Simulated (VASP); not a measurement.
A run of VASP 6.6.1 is set up as follows.

The input INCAR:

```
SYSTEM = Ta2AlN3
  PREC = Accurate
  ENCUT = 600
  EDIFF = 1E-6
  ISMEAR = 0
  SIGMA = 0.1
  LREAL = .FALSE.
  LASPH = .TRUE.
  NELM = 60
  ALGO = Normal
  ISIF = 3
  LWAVE = .FALSE.
  LCHARG = .FALSE.
  GGA = PE
  IBRION = 2
  NSW = 90
  EDIFFG = -0.04
```

File KPOINTS:

```
regular mesh
0
G
  6 6 2
  0 0 0
```

The input POSCAR:

```
Ta2AlN3
1.0
    3.3533372100      0.0000000000      0.0000000000
   -1.6766686000      2.9040752100      0.0000000000
    0.0000000000      0.0000000000      8.2139650900
Ta Al N
2 1 3
Direct
    0.0000000000      0.0000000000      0.0000000000
    0.6666666700      0.3333333300      0.3333333300
    0.3333333300      0.6666666700      0.6666666700
    0.3333333300      0.6666666700      0.9166666700
    0.6666666700      0.3333333300      0.5833333300
    0.0000000000      0.0000000000      0.2500000000
```

Potentials or basis: VASP PAW PBE potentials, release 64 (Ta_pv, Al, N).

Launch:

```sh
$ cat potpaw_PBE.64/Ta_pv/POTCAR potpaw_PBE.64/Al/POTCAR potpaw_PBE.64/N/POTCAR > POTCAR
$ mpirun -np 1 vasp_std > vasp.out
```

(1) Estimate the relaxed volume.

(2) What does it give for the relaxed cell?

Results:

(1) 12.47 Å³/atom.

(2) a = 3.200 Å, b = 3.200 Å, c = 8.438 Å, α = 90.00°, β = 90.00°, γ = 120.00°.

Caveat: the k points lie up to 0.38 Å⁻¹ apart in the final cell.
